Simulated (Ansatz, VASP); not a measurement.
BN: VASP beside Ansatz

```
CELL_PARAMETERS angstrom
2.76207 0.00000 0.00000
-1.38104 2.15498 0.00000
0.00000 0.00000 6.97137
ATOMIC_POSITIONS crystal
B 0.35418 0.70835 0.25000
B 0.64582 0.29165 0.75000
N 0.30874 0.61749 0.75000
N 0.69126 0.38251 0.25000
```

Change from the starting cell: normal strain along x +0.1100, normal strain along z +0.0733.

Alike in both runs: functional LDA; k mesh 12 × 12 × 4; occupations gaussian, width 0.05 eV; no spin polarisation.

Ansatz relaxed the structure, and its values are those at the end. VASP's run is a single point on that final structure, the one shown.

```csv
,VASP,Ansatz
version,VASP 6.6.1,Ansatz 0.2.0
potentials or method,"VASP PAW LDA potentials, release 64 (B, N), cutoff 520 eV","scalar-relativistic, plane waves, PAW"
valence electrons in the cell,16,16
```

Ansatz gave:

| Quantity | Value |
| --- | --- |
| gap on the k mesh at the Fermi level (eV) | 3.66 |
| least direct gap on the mesh (eV) | 3.92 |
| pressure (GPa) | -28.7 |
| rms of the force components (eV/Å) | 0.000 |

**Question.** What did VASP give for the same quantities?

**Answer.** gap on the k mesh at the Fermi level (eV): 3.65; least direct gap on the mesh (eV): 3.92; pressure (GPa): -28.3; rms of the force components (eV/Å): 0.010.

Ansatz warns that its potentials were made for another functional, while VASP's fit it. LDA's correlation is that of Perdew and Zunger in VASP and of Perdew and Wang (1992) in Ansatz. Both programs put the cell under strong tension, so it lies far from rest at this level. Ansatz's warnings: stress scf threshold loose.
